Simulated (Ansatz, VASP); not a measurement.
One calculation of Sb, two programs

```xyz
2
Lattice="2.1471 1.2396 3.6535 -2.1471 1.2396 3.6535 0.0000 -2.4793 3.6535" Properties=species:S:1:pos:R:3 pbc="T T T"
Sb    0.0000    0.0000    2.5857
Sb    0.0000    0.0000    8.3747
```

Alike in both runs: functional LDA; k mesh 12 × 12 × 12; occupations gaussian, width 0.1 eV; no spin polarisation.

Ansatz relaxed the structure, and its values are those at the end. VASP's run is a single point on that final structure, the one shown.

```csv
,VASP,Ansatz
version,VASP 6.6.1,Ansatz 0.2.0
potentials or method,"VASP PAW LDA potentials, release 64 (Sb), cutoff 520 eV","scalar-relativistic, plane waves, PAW"
valence electrons in the cell,10,30
```

```tsv
	VASP	Ansatz	Ansatz less VASP
gap on the k mesh at the Fermi level (eV)	none	none	-
pressure (GPa)	0.3	0.0	-0.30
rms of the force components (eV/Å)	0.037	0.000	-0.0365
```

LDA's correlation is that of Perdew and Zunger in VASP and of Perdew and Wang (1992) in Ansatz. A gap of «none» marks a metal or a gap that the smearing closes. VASP's potentials hold 10 valence electrons a cell and Ansatz's 30, so a difference there can come from the potentials and not from the codes.

Spin-orbit coupling is off throughout.
